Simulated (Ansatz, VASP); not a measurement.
## InSb3: VASP beside Ansatz

```
In Sb
1.0
     0.00000    3.79455    3.79455
     3.79455    0.00000    3.79455
     3.79455    3.79455    0.00000
In Sb
1 3
Cartesian
  0.0000 0.0000 0.0000
  1.8973 1.8973 1.8973
  5.6918 5.6918 5.6918
  3.7946 3.7946 3.7946
```

Alike in both runs: task single point; functional BLYP; k mesh 4 × 4 × 4; no spin polarisation.

|  | VASP | Ansatz |
| --- | --- | --- |
| version | VASP 6.6.1 | Ansatz 0.2.0 |
| potentials or method | VASP PAW PBE potentials, release 64 (In_d, Sb), cutoff 500 eV | scalar-relativistic, plane waves, PAW |
| occupations | methfessel-paxton of order 1, width 0.15 eV | cold, width 0.15 eV |
| valence electrons in the cell | 28 | 58 |

Ansatz gave:

| Item | Value |
| --- | --- |
| gap on the k mesh at the Fermi level (eV) | none |
| pressure (GPa) | 4.1 |

Question: What did VASP give for the same quantities?

Answer: gap on the k mesh at the Fermi level (eV): none; pressure (GPa): 4.2.

VASP's potentials were made for PBE, not for BLYP. A gap of «none» marks a metal or a gap that the smearing closes. VASP's potentials hold 28 valence electrons a cell and Ansatz's 58, so a difference there can come from the potentials and not from the codes.

Neither program's run includes spin-orbit coupling.
